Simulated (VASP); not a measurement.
**SnSe (zincblende type): single point with PBEsol**

The system is SnSe (zincblende type).

```
Sn Se
1.0
     0.00000    2.86602    2.86602
     2.86602    0.00000    2.86602
     2.86602    2.86602    0.00000
Sn Se
1 1
Cartesian
  0.0000 0.0000 0.0000
  1.4330 1.4330 1.4330
```

This cell differs from its parent crystal: volume scaled by 0.64.

| Property | Result |
| --- | --- |
| Program | VASP 6.6.1 |
| Task | single point |
| Functional | PBEsol |
| Potentials or basis | VASP PAW PBE potentials, release 64 (Sn_d, Se) |
| Cutoff | 520 eV |
| k mesh | 12 × 12 × 12 |
| Occupations | fermi-dirac, width 0.08 eV |
| Spin | no spin polarisation |

- Pressure: 33.3 GPa
- Band gap on the k mesh: zero (band 10 reaches 8.99 eV, above the bottom of band 11 at 6.95 eV)

Levels at points of the mesh, in eV from the Fermi level:
```
           k point  band 7  band 8  band 9  band 10  band 11  band 12  band 13  band 14
(0.00, 0.00, 0.00)   -3.93   -3.82   -3.82    -3.82     1.04     1.04     1.04     5.35
(0.50, 0.00, 0.00)   -9.84   -4.79   -4.79    -2.38     1.95     1.95     4.33     6.76
(0.50, 0.50, 0.00)  -10.00   -6.10   -6.10    -1.43    -0.99     6.58     6.67     6.67
```

Run time: 42 s on 1 thread of Intel Xeon 6975P-C, with other jobs on the host, peak memory 0.21 GiB.

Caveat: the PAW data sets were made with another functional, which shifts forces and pressure a little; spin-orbit coupling is left out, which moves the levels of the heavy elements.
